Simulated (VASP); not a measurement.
A run of VASP 6.6.1:

The input POSCAR:

```
PbS
1.0
    0.0000000000      2.9872326629      2.9872326629
    2.9872326629      0.0000000000      2.9872326629
    2.9872326629      2.9872326629      0.0000000000
Pb S
1 1
Direct
    0.0000000000      0.0000000000      0.0000000000
    0.5000000000      0.5000000000      0.5000000000
```

Contents of INCAR.step1:

```
PREC     = Accurate       # precision mode
ENCUT    = 520            # plane-wave cutoff, eV
ISMEAR   = 0              # smearing method
SIGMA    = 0.01           # smearing width, eV
LREAL    = False          # projectors in reciprocal space
LASPH    = True           # aspherical terms in the spheres
NELM     = 80             # most SCF steps
NBANDS   = 17             # bands
GGA      = PE             # functional
ALGO     = Normal         # electronic algorithm
EDIFF    = 1E-4           # SCF threshold, eV
LWAVE    = True           # write WAVECAR
LCHARG   = False          # write CHGCAR
```

The input INCAR.step2:

```
PREC     = Accurate       # precision mode
ENCUT    = 520            # plane-wave cutoff, eV
EDIFF    = 1E-7           # SCF threshold, eV
ISMEAR   = 0              # smearing method
SIGMA    = 0.01           # smearing width, eV
LREAL    = False          # projectors in reciprocal space
LASPH    = True           # aspherical terms in the spheres
NELM     = 80             # most SCF steps
ALGO     = Normal         # electronic algorithm
ISIF     = 2              # what is computed and relaxed
LWAVE    = False          # write WAVECAR
LCHARG   = False          # write CHGCAR
METAGGA  = R2SCAN         # meta-GGA
LMIXTAU  = True         
NBANDS   = 17             # bands
ISTART   = 1
```

The input KPOINTS:

```
regular mesh
0
Gamma
  4 4 4
```

Potentials or basis: VASP PAW PBE potentials, release 64 (Pb_d, S).

Run with:

```sh
$ cat potpaw_PBE.64/Pb_d/POTCAR potpaw_PBE.64/S/POTCAR > POTCAR
$ cp INCAR.step1 INCAR
$ mpirun -np 1 vasp_std > vasp.out
$ cp INCAR.step2 INCAR
$ mpirun -np 1 vasp_std > vasp.out
```

Hardware: 1 thread of Intel(R) Xeon(R) Platinum 8559C (Emerald Rapids), on a shared host.

Q: Estimate the wall time of this run.

A: It took 21 s on 1 thread of Intel(R) Xeon(R) Platinum 8559C (Emerald Rapids), on a shared host, peak memory 0.18 GiB. Counts: k points 8.
